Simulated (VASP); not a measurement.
**CoSi2: single point with PBE**

CoSi2:

```
Co Si
1.0
     0.00000    2.67800    2.67800
     2.67800    0.00000    2.67800
     2.67800    2.67800    0.00000
Co Si
1 2
Cartesian
  0.0000 0.0000 0.0000
  1.3390 1.3390 1.3390
  4.0170 4.0170 4.0170
```

```json
{
 "Program": "VASP 6.6.1",
 "Task": "single point",
 "Functional": "PBE",
 "Potentials or basis": "VASP PAW PBE potentials, release 64 (Co, Si)",
 "Cutoff": "520 eV",
 "k mesh": "10 × 10 × 10",
 "Occupations": "fermi-dirac, width 0.1 eV",
 "Spin": "collinear spin, ferromagnetic start",
 "Starting moments": "[1.57, 0.0, 0.0] μB",
 "Fixed moment": "1.57 μB",
 "Dipole correction": "no",
 "Further INCAR settings": "ALGO = Normal; EDIFF = 1e-06; NBANDS = 20"
}
```

| Quantity | Value |
| --- | --- |
| Pressure | 10.2 GPa |
| Net moment | 1.57 μB per cell |
| Site moments | Co +1.00; Si +0.12 μB |
| Valence electrons inside the program's atomic spheres | Co 8.81; Si 1.61 |

It took 97 s on 1 thread of Intel Xeon 8259CL (shared host), peak memory 0.2 GiB.

Caveat: the cell stands under pressure; the total moment is fixed, so each spin has its own Fermi level.
